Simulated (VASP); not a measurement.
# Cu (R-3m) in VASP: a series of runs

The runs below take Cu through single point, with PBEsol.

Everything below comes from runs of VASP 6.6.1. Logs are shortened: lines on timing, memory, paths and dates and some standing lists are left out, and cuts for length are marked.

## Step 1: The cell of the first run

It takes space group R-3m (No. 166, trigonal). Conventional cell: a = 2.029 Å, b = 2.029 Å, c = 9.939 Å, α = 90.00°, β = 90.00°, γ = 120.00°. Cu (site symmetry -3m) has 6 Cu at 2.03 Å within 2.7 Å.

## Step 2: Single point, PBEsol

The input, INCAR:

```
ALGO = Fast
EDIFF = 1E-6
ENCUT = 520
GGA = PS
ISIF = 2
ISMEAR = 0
LASPH = True
LCHARG = False
LREAL = False
LWAVE = False
NBANDS = 12
NELM = 80
PREC = Accurate
SIGMA = 0.15
```

The input, KPOINTS:

```
k-points
0
Gamma
  24 24 24
```

The input, POSCAR:

```
Cu
1.0
    0.9564091338      2.3910228345      2.3910228345
    2.3910228345      0.9564091338      2.3910228345
    2.3910228345      2.3910228345      0.9564091338
Cu
1
Direct
    0.0000000000      0.0000000000      0.0000000000
```

Potentials or basis: VASP PAW PBE potentials, release 64 (Cu).

Started as:

```console
$ cat potpaw_PBE.64/Cu/POTCAR > POTCAR
$ mpirun -np 1 vasp_std > vasp.out
```

OUTCAR:

```text
EDIFF = 1E-6
   ENCUT = 520
   GGA = PS
   ISIF = 2
   ISMEAR = 0
   LASPH = True
   LREAL = False
   NELM = 80
   PREC = Accurate

 ion  position               nearest neighbor table
   1  0.000  0.000  0.000-

  LATTYP: Found a trigonal (rhomboedric) cell.
 ALAT       =     3.5140715447
 COS(alpha) =     0.8333333333

  Lattice vectors:

 A1 = (   0.9564091338,   2.3910228345,   2.3910228345)
 A2 = (   2.3910228345,   0.9564091338,   2.3910228345)
 A3 = (   2.3910228345,   2.3910228345,   0.9564091338)

Analysis of symmetry for initial positions (statically):
=====================================================================
 Subroutine PRICEL returns:
 Original cell was already a primitive cell.

 Routine SETGRP: Setting up the symmetry group for a
 trigonal (rhombohedral) supercell.

 Subroutine GETGRP returns: Found 12 space group operations
 (whereof 12 operations were pure point group operations)
 out of a pool of 12 trial point group operations.

The static configuration has the point symmetry D_3d.

Analysis of symmetry for dynamics (positions and initial velocities):
=====================================================================
 Subroutine PRICEL returns:
 Original cell was already a primitive cell.

 Routine SETGRP: Setting up the symmetry group for a
 trigonal (rhombohedral) supercell.

 Subroutine GETGRP returns: Found 12 space group operations
 (whereof 12 operations were pure point group operations)
 out of a pool of 12 trial point group operations.

The dynamic configuration has the point symmetry D_3d.

 Subroutine INISYM returns: Found 12 space group operations
 (whereof 12 operations are pure point group operations),
 and found     1 'primitive' translations

----------------------------------------------------------------------------------------

                                     Primitive cell

  volume of cell :      11.8104

  direct lattice vectors                    reciprocal lattice vectors
     0.956409134  2.391022835  2.391022835    -0.406613525  0.290438232  0.290438232
     2.391022835  0.956409134  2.391022835     0.290438232 -0.406613525  0.290438232
     2.391022835  2.391022835  0.956409134     0.290438232  0.290438232 -0.406613525

  length of vectors
     3.514071545  3.514071545  3.514071545     0.577964784  0.577964784  0.577964784

  position of ions in fractional coordinates (direct lattice)
     0.000000000  0.000000000  0.000000000

  ion indices of the primitive-cell ions
   primitive index   ion index
                 1           1

----------------------------------------------------------------------------------------

 KPOINTS: k-points

Automatic generation of k-mesh.
 Grid dimensions read from file:
 generate k-points for:   24   24   24

 Generating k-lattice:

  Cartesian coordinates                     Fractional coordinates (reciprocal lattice)
    -0.016942230  0.012101593  0.012101593     0.041666667 -0.000000000 -0.000000000
     0.012101593 -0.016942230  0.012101593    -0.000000000  0.041666667 -0.000000000
     0.012101593  0.012101593 -0.016942230    -0.000000000 -0.000000000  0.041666667

  Length of vectors
     0.024081866  0.024081866  0.024081866

  Shift w.r.t. Gamma in fractional coordinates (k-lattice)
     0.000000000  0.000000000  0.000000000

 Subroutine IBZKPT returns following result:
 ===========================================

 Found   1313 irreducible k-points:

 Following reciprocal coordinates:
            Coordinates               Weight
  0.000000  0.000000  0.000000      1.000000
  0.041667  0.000000  0.000000      6.000000
  0.083333  0.000000  0.000000      6.000000
  0.125000  0.000000  0.000000      6.000000
  0.166667 -0.000000 -0.000000      6.000000
  0.208333  0.000000 -0.000000      6.000000
[... 16 lines left out ...]
  0.416667  0.041667 -0.000000     12.000000
  0.458333  0.041667  0.000000     12.000000
 [... further k-points ...]
   k-points           NKPTS =   1313   k-points in BZ     NKDIM =   1313   number of bands    NBANDS=     12
   number of dos      NEDOS =    301   number of ions     NIONS =      1
   total plane-waves  NPLWV =  21952
   dimension x,y,z NGX =    28 NGY =   28 NGZ =   28
   dimension x,y,z NGXF=    56 NGYF=   56 NGZF=   56
   ions per type =               1
   NGX,Y,Z   is equivalent  to a cutoff of  13.25, 13.25, 13.25 a.u.
   NGXF,Y,Z  is equivalent  to a cutoff of  26.49, 26.49, 26.49 a.u.
 SYSTEM =  unknown system
   PREC   = accura    normal or accurate (medium, high low for compatibility)
   ISTART =      0    job   : 0-new  1-cont  2-samecut
   ICHARG =      2    charge: 1-file 2-atom 10-const
   ISPIN  =      1    spin polarized calculation?
   LNONCOLLINEAR =      F non collinear calculations
   LSORBIT =      F    spin-orbit coupling
   LASPH  =      T    aspherical Exc in radial PAW
   ENCUT  =  520.0 eV  38.22 Ry    6.18 a.u.   6.53  6.53  6.53*2*pi/ulx,y,z
   NELM   =     80;   NELMIN=  2; NELMDL= -5     # of ELM steps
   EDIFF  = 0.1E-05   stopping-criterion for ELM
   LREAL  =      F    real-space projection
   EDIFFG = 0.1E-04   stopping-criterion for IOM
   NSW    =      0    number of steps for IOM
   IBRION =     -1    ionic relax: 0-MD 1-quasi-New 2-CG
   NFREE  =      0    steps in history (QN), initial steepest desc. (CG)
   ISIF   =      2    stress and relaxation
   ISYM   =      2    0-nonsym 1-usesym 2-fastsym
   POTIM  = 0.5000    time-step for ionic-motion
   TEBEG  =    0.0;   TEEND  =   0.0 temperature during run
   PSTRESS=    0.0 pullay stress
   NELECT =      11.0000    total number of electrons
   NUPDOWN=      -1.0000    fix difference up-down
   EMIN   =  10.00;   EMAX   =-10.00  energy-range for DOS
   EFERMI =   0.00;   METHOD = LEGACY
   ISMEAR =     0;   SIGMA  =   0.15  broadening in eV -4-tet -1-fermi 0-gaus
   EFERMI_NEDOS =   21; number of points for ismear=-14 and -15
   IALGO  =     68    algorithm
   IMIX   =      4    mixing-type and parameters
     AMIX     =   0.40;   BMIX     =  1.00
     AMIX_MAG =   1.60;   BMIX_MAG =  1.00
  volume/ion in A,a.u.               =      11.81        79.70
  Fermi-wavevector in a.u.,A,eV,Ry     =   1.598763  3.021224 34.777078  2.556043
  Thomas-Fermi vector in A             =   2.696162
   LORBIT       =      0    0 simple, 1 ext, 2 COOP (PROOUT), +10 PAW based schemes
   GGA     = PS    functional components
   LHFCALC =     F    Hartree Fock is set to
   AEXX    =    0.0000 exact exchange contribution
   IVDW    =     0    specifies the selected vdW correction
   LEPSILON=     F    determine dielectric tensor
   LRPA    =     F    only Hartree local field effects (RPA)
 non-spin polarized calculation
 RMM-DIIS sequential band-by-band and
 Gauss-broadening in eV      SIGMA  =   0.15
  energy-cutoff  :      520.00
  volume of cell :       11.81
 maximum number of plane-waves:       332
 NGX is ok and might be reduce to    28

 number of electron      10.9999998 magnetization

 Free energy of the ion-electron system (eV)
  ---------------------------------------------------
  ext. energy  EPLUGINS =         0.00000000
  ---------------------------------------------------
  free energy    TOTEN  =        -2.04004489 eV

  energy without entropy =       -2.03669410  energy(sigma->0) =       -2.03836950

 E-fermi :   7.3858     XC(G=0): -12.4111

 val. band max:        7.3829937414   @ k =   0.4167   0.4167   0.2917
 cond. band min:       7.3864077119   @ k =  -0.0417   0.3750   0.0417
 fundamental gap:      0.0034139705
 Fermi energy:         7.3857856607

 k-point     1 :       0.0000    0.0000    0.0000
  band No.  band energies     occupation
      1      -2.5980      2.00000
      2       1.9169      2.00000
      3       3.0646      2.00000
      4       3.0646      2.00000
      5       5.7158      2.00000
      6       5.7158      2.00000
      7      11.0587      0.00000
      8      17.8625      0.00000
      9      38.6318      0.00000
     10      47.4879      0.00000
     11      49.1142      0.00000
     12      49.6308      0.00000

 k-point     2 :       0.0417    0.0000    0.0000
  band No.  band energies     occupation
      1      -2.4980      2.00000
      2       1.9603      2.00000
      3       3.0231      2.00000
      4       3.1165      2.00000
      5       5.5829      2.00000
      6       5.7043      2.00000
      7      11.2414      0.00000
      8      17.9292      0.00000
      9      38.4389      0.00000
     10      46.6439      0.00000
     11      47.4084      0.00000
     12      47.7451      0.00000

 k-point     3 :       0.0833    0.0000    0.0000
  band No.  band energies     occupation
      1      -2.2026      2.00000
      2       2.0863      2.00000
      3       2.9083      2.00000
      4       3.2698      2.00000
      5       5.2352      2.00000
      6       5.6708      2.00000
      7      11.7353      0.00000
      8      18.1338      0.00000
      9      37.7581      0.00000
     10      43.9356      0.00000
     11      46.1086      0.00000
     12      46.6709      0.00000
[... 286 lines left out ...]
 k-point    23 :       0.4167    0.0417   -0.0000
  band No.  band energies     occupation
      1       0.0097      2.00000
      2       2.1265      2.00000
      3       4.5914      2.00000
      4       5.0806      2.00000
      5       5.7166      2.00000
      6       7.2804      1.67937
      7      17.6488      0.00000
      8      19.9466      0.00000
      9      26.3837      0.00000
     10      28.3479      0.00000
     11      35.4377      0.00000
     12      37.0045      0.00000

 k-point    24 :       0.4583    0.0417    0.0000
  band No.  band energies     occupation
      1      -0.1119      2.00000
      2       1.9846      2.00000
      3       4.7881      2.00000
      4       5.0362      2.00000
      5       6.1255      2.00000
      6       8.5067      0.00000
      7      17.3855      0.00000
      8      19.3353      0.00000
      9      26.5309      0.00000
     10      28.0346      0.00000
     11      34.4032      0.00000
     12      35.9958      0.00000

 [... further k-points ...]
[... 5 lines left out ...]
  --------------------------------------------------------------------------------------
  -------------------------------------------------------------------------------------
  Total        7.6478636      7.6478636      7.6478636     -4.0521973     -4.0521973     -4.0521973
  in kB     1037.4944991   1037.4944991   1037.4944991   -549.7133157   -549.7133157   -549.7133157
  external PRESSURE =    1037.4944991 kB  Pullay stress =       0.0000000 kB

 VOLUME and BASIS-vectors are now :
 -----------------------------------------------------------------------------
  energy-cutoff  :      520.00
  volume of cell :       11.81
      direct lattice vectors                 reciprocal lattice vectors
     0.956409134  2.391022835  2.391022835    -0.406613525  0.290438232  0.290438232
     2.391022835  0.956409134  2.391022835     0.290438232 -0.406613525  0.290438232
     2.391022835  2.391022835  0.956409134     0.290438232  0.290438232 -0.406613525

 POSITION                                       TOTAL-FORCE (eV/Angst)
 -----------------------------------------------------------------------------------
      0.00000      0.00000      0.00000         0.000000      0.000000     -0.000000
 -----------------------------------------------------------------------------------
    total drift:                               -0.000000     -0.000000     -0.000000

  FREE ENERGIE OF THE ION-ELECTRON SYSTEM (eV)
  ---------------------------------------------------
  free  energy   TOTEN  =        -2.0400448944 eV

  energy  without entropy=       -2.0366941027  energy(sigma->0) =       -2.03836950
```

Run time: 3.8 min. Hardware: 1 thread of Intel Xeon 6975P-C (Granite Rapids), shared host; peak memory 0.31 GiB.

Results:

* Free energy: -2.0400 eV
* Pressure: 103.7 GPa
* Band gap on the k mesh: zero (an odd number of electrons rules out a gap without spin polarisation)

Stress tensor (GPa, compression positive):
```
103.75 -54.97 -54.97
-54.97 103.75 -54.97
-54.97 -54.97 103.75
```

Caveat: the cell stands under pressure; the PAW data sets were made with another functional, which shifts forces and pressure a little.

## Step 3: Single point, PBEsol

This run uses another cell than the first one, of the same volume but with other edges.

The input, INCAR:

```
PREC = Accurate
ENCUT = 520
EDIFF = 1E-7
ISMEAR = 0
SIGMA = 0.15
LREAL = False
LASPH = True
NELM = 100
ALGO = Fast
ISIF = 2
LWAVE = False
LCHARG = True
GGA = PS
LELF = True
LVHAR = True
NBANDS = 12
```

The input, KPOINTS:

```
Automatic mesh
0
Gamma
  24 24 24
```

The input, POSCAR:

```
Cu
1.0
   -0.3917108446      1.6343797309      1.6343797309
    1.6343797309     -0.3917108446      1.6343797309
    1.6343797309      1.6343797309     -0.3917108446
Cu
1
Direct
    0.0000000000      0.0000000000      0.0000000000
```

Potentials or basis: VASP PAW PBE potentials, release 64 (Cu).

Started as:

```console
$ cat potpaw_PBE.64/Cu/POTCAR > POTCAR
$ mpirun -np 1 vasp_std > vasp.out
```

Run time: 95 s. Hardware: 1 thread of Intel Xeon 6975P-C (Granite Rapids), shared host; peak memory 0.28 GiB.

The run converged. Its results:

```
Free energy            : -3.9961 eV
Pressure               : 6.7 GPa
Band gap on the k mesh : zero (an odd number of electrons rules out a gap without spin polarisation)
```

Stress tensor (GPa, compression positive):
```
6.68 8.86 8.86
8.86 6.68 8.86
8.86 8.86 6.68
```

Levels at points of the mesh, in eV from the Fermi level:
```tsv
k point	band 2	band 3	band 4	band 5	band 6	band 7	band 8	band 9	band 10	band 11
(0.00, 0.00, 0.00)	-4.03	-4.03	-1.86	-1.77	-1.77	20.01	20.97	20.97	24.22	24.22
(0.50, 0.00, 0.00)	-3.94	-2.15	-1.86	-1.81	-1.74	2.76	21.75	22.36	25.60	27.80
(0.50, 0.50, 0.00)	-4.34	-1.92	-1.84	-1.02	2.13	7.95	8.28	14.31	20.51	25.81
(0.50, 0.50, 0.50)	-3.56	-3.56	-1.07	-1.07	3.50	9.54	15.69	15.69	16.77	20.16
```

Caveat: the cell stands under pressure; the PAW data sets were made with another functional, which shifts forces and pressure a little.

[end of part 1 of 2]
